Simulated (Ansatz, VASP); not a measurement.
# Li in VASP and in Ansatz

```
Li
1.0
     0.00000    2.14686    2.14686
     2.14686    0.00000    2.14686
     2.14686    2.14686    0.00000
Li
1
Direct
  0.00000 0.00000 0.00000
```

Alike in both runs: functional PBE; k mesh 8 × 8 × 8; occupations gaussian, width 0.1 eV; no spin polarisation.

Ansatz relaxed the structure, and its values are those at the end. VASP's run is a single point on that final structure, the one shown.

```csv
,VASP,Ansatz
version,VASP 6.6.1,Ansatz 0.2.0
potentials or method,"VASP PAW PBE potentials, release 64 (Li_sv), cutoff 750 eV","scalar-relativistic, plane waves, PAW"
valence electrons in the cell,3,3
```

```tsv
	VASP	Ansatz	Ansatz less VASP
gap on the k mesh at the Fermi level (eV)	none	none	-
pressure (GPa)	0.2	0.4	+0.13
```

A gap of «none» marks a metal or a gap that the smearing closes. The functional is the same, so the differences come from potentials, cutoffs and numerics.
